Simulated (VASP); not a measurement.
Input of a VASP 6.6.1 run:

Contents of INCAR:

```
SYSTEM = TaN
ALGO = Normal ; EDIFF = 1E-6
ENCUT = 520 ; GGA = PS
ISIF = 2 ; ISMEAR = -1
LASPH = .TRUE. ; LCHARG = .FALSE.
LREAL = .FALSE. ; LWAVE = .FALSE.
NBANDS = 15 ; NELM = 80
PREC = Accurate ; SIGMA = 0.1
```

Contents of KPOINTS:

```
k-points
0
G
  11 11 10
  0 0 0
```

Contents of POSCAR:

```
TaN
1.0
    2.9116488047      0.0000000000      0.0000000000
   -1.4558244024      2.5215621922      0.0000000000
    0.0000000000      0.0000000000      2.8571421048
Ta N
1 1
Direct
    0.3333333333      0.6666666667      0.5000000000
    0.0000000000      0.0000000000      0.0000000000
```

Potentials or basis: VASP PAW PBE potentials, release 64 (Ta_pv, N).

Run with:

```sh
$ cat potpaw_PBE.64/Ta_pv/POTCAR potpaw_PBE.64/N/POTCAR > POTCAR
$ mpirun -np 1 vasp_std > vasp.out
```

Task: Predict the band gap on the k mesh.

Result: Zero (band 8 reaches 8.78 eV, above the bottom of band 9 at 8.27 eV).

Task: What does it give for the pressure?

Result: 5.9 GPa.

Stress tensor (GPa, compression positive):
```
5.56 0.00 0.00
0.00 5.56 0.00
0.00 0.00 6.48
```

Caveat: the PAW data sets were made with another functional, which shifts forces and pressure a little; spin-orbit coupling is left out, which moves the levels of the heavy elements.
